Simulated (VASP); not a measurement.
Ag2BrCl:

```
CELL_PARAMETERS angstrom
2.00768 1.15914 6.51735
-2.00768 1.15914 6.51735
0.00000 -2.31827 6.51735
ATOMIC_POSITIONS crystal
Cl 0.00000 0.00000 0.00000
Br 0.50000 0.50000 0.50000
Ag 0.25361 0.25361 0.25361
Ag 0.74639 0.74639 0.74639
```

Base run:

* Program: VASP 6.6.1
* Functional: r2SCAN
* Potentials or basis: VASP PAW PBE potentials, release 64 (Cl, Br, Ag)
* Cutoff: 520 eV
* k mesh: 8 × 8 × 8
* Occupations: gaussian, width 0.01 eV
* Spin: no spin polarisation

Its results: band gap on the k mesh 1.28 eV; pressure -0.1 GPa.

Task: The run is repeated on the same cell with these changes: functional from r2SCAN to PBE. What comes out?

Result: Band gap on the k mesh 0.74 eV; pressure 1.3 GPa.

Caveats: the PAW data sets were made with another functional, which shifts forces and pressure a little (at least some runs).

A k mesh can miss the band edges.
